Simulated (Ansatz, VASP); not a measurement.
# Two plane-wave programs on TaAs

```
Ta As
1.0
    -1.72181    1.72181    5.86794
     1.72181   -1.72181    5.86794
     1.72181    1.72181   -5.86794
Ta As
2 2
Cartesian
  0.0000 0.0000 5.8676
  1.7218 0.0000 2.9336
  0.0000 0.0000 0.9698
  0.0000 1.7218 3.9037
```

Alike in both runs: task relaxation of cell and atoms; functional RPBE; k mesh 11 × 11 × 11; occupations fermi-dirac, width 0.05 eV; no spin polarisation.

```csv
,VASP,Ansatz
version,VASP 6.6.1,Ansatz 0.2.0
potentials or method,"VASP PAW PBE potentials, release 64 (Ta_pv, As)",Ansatz PAW
plane-wave cutoff (eV),600,420
valence electrons in the cell,32,56
```

VASP gave:

- gap on the k mesh at the Fermi level, each at its own relaxed structure (eV): none
- relaxed volume (Å³/atom): 17.91
- relaxed length of the cell vector where the two differ most in proportion (Å): 6.403

Task: Which values does Ansatz return?

Result: gap on the k mesh at the Fermi level, each at its own relaxed structure (eV): none; relaxed volume (Å³/atom): 17.88; relaxed length of the cell vector where the two differ most in proportion (Å): 6.396.

VASP's potentials were made for PBE, not for RPBE. A gap of «none» marks a metal or a gap that the smearing closes. VASP's potentials hold 32 valence electrons a cell and Ansatz's 56, so a difference there can come from the potentials and not from the codes.

Spin-orbit coupling is off throughout. Noted on Ansatz's run: the plane-wave basis is chosen anew once the cell has moved, so the energies of steps on either side of that aren't comparable.
